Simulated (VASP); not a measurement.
**Si2N: relaxation of cell and atoms with PBE**

Si2N:

```
Si N
1.0
     0.00000    2.62209    2.62209
     2.62209    0.00000    2.62209
     2.62209    2.62209    0.00000
Si N
2 1
Direct
  0.25000 0.25000 0.25000
  0.75000 0.75000 0.75000
  0.00000 0.00000 0.00000
```

```
Program                : VASP 6.6.1
Task                   : relaxation of cell and atoms
Functional             : PBE
Potentials or basis    : VASP PAW PBE potentials, release 64 (Si, N)
Cutoff                 : 600 eV
k mesh                 : 6 × 6 × 6
Occupations            : gaussian, width 0.1 eV
Spin                   : no spin polarisation
Dipole correction      : no
Further INCAR settings : ALGO = Normal; EDIFF = 1e-06; IBRION = 2; EDIFFG = -0.04; NSW = 90; ISIF = 3
```

- Relaxed volume: 13.01 Å³/atom
- Relaxed cell: a = 3.808 Å, b = 3.808 Å, c = 3.808 Å, α = 60.00°, β = 60.00°, γ = 60.00°
- Space group after relaxing (to 0.05 Å): Fm-3m (No. 225)
- Energy gained by relaxing: 21.7 meV/atom
- Ionic steps: 2
- Pressure after relaxing: 0.1 GPa

The path:
| step | energy change (eV) | largest force (eV/Å) | pressure (GPa) | volume (Å³) |
| --- | --- | --- | --- | --- |
| 1 | 0.0000 | 0.0000 | 7.42 | 36.06 |
| 2 | -0.0651 | 0.0000 | 0.12 | 39.04 |

Final structure:
```
CELL_PARAMETERS angstrom
0.00000 2.69248 2.69248
2.69248 0.00000 2.69248
2.69248 2.69248 0.00000
ATOMIC_POSITIONS crystal
Si 0.25000 0.25000 0.25000
Si 0.75000 0.75000 0.75000
N 0.00000 0.00000 0.00000
```

Levels at points of the mesh, in eV from the Fermi level:
| k point | band 3 | band 4 | band 5 | band 6 | band 7 | band 8 | band 9 | band 10 |
| --- | --- | --- | --- | --- | --- | --- | --- | --- |
| (0.00, 0.00, 0.00) | -4.51 | -4.51 | -4.51 | -0.95 | -0.95 | -0.95 | 0.24 | 5.15 |
| (0.50, 0.00, 0.00) | -6.01 | -5.35 | -5.35 | -0.34 | -0.34 | 1.01 | 2.28 | 4.14 |
| (0.50, 0.50, 0.00) | -6.76 | -6.76 | -5.13 | -3.95 | 1.20 | 2.66 | 2.66 | 6.70 |

It took 8.1 s on 1 thread of Intel(R) Xeon(R) 6975P-C (Granite Rapids) (shared host), peak memory 0.15 GiB.
